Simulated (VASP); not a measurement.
Set up this calculation in VASP 6.6.1, as the native input.

* Task: single point
* Functional: PBEsol
* Potentials or basis: VASP PAW PBE potentials, release 64 (B, As)
* Cutoff: 520 eV
* k mesh: 8 × 8 × 8
* Occupations: gaussian, width 0.01 eV
* Spin: no spin polarisation
* Dipole correction: no
* Further INCAR settings: ALGO = Normal; EDIFF = 1e-06; NBANDS = 11

The structure of BAs lies in POSCAR:

```
BAs
1.0
    0.0000000000      2.3684276224      2.3684276224
    2.3684276224      0.0000000000      2.3684276224
    2.3684276224      2.3684276224      0.0000000000
B As
1 1
Direct
    0.0000000000      0.0000000000      0.0000000000
    0.2500000000      0.2500000000      0.2500000000
```

These files were run (other wordings do the same):

INCAR

```
  PREC = Accurate
  ENCUT = 520
  EDIFF = 1E-6
  ISMEAR = 0
  SIGMA = 0.01
  LREAL = F
  LASPH = T
  NELM = 100
  ALGO = Normal
  ISIF = 2
  LWAVE = F
  LCHARG = T
  GGA = PS
  LELF = T
  LVHAR = T
  NBANDS = 11
```

KPOINTS

```
regular mesh
0
Gamma
  8 8 8
```

Potentials or basis: VASP PAW PBE potentials, release 64 (B, As).

Run with:

```console
$ cat potpaw_PBE.64/B/POTCAR potpaw_PBE.64/As/POTCAR > POTCAR
$ mpirun -np 1 vasp_std > vasp.out
```

It gave:

```json
{
 "Pressure": "3.8 GPa",
 "Band gap on the k mesh": "1.07 eV, indirect (least direct gap 3.27 eV)"
}
```

Caveat: the PAW data sets were made with another functional, which shifts forces and pressure a little.

Run time: 12 s on 1 thread of Intel(R) Xeon(R) Platinum 8488C (Sapphire Rapids), with other jobs on the host, peak memory 0.16 GiB.
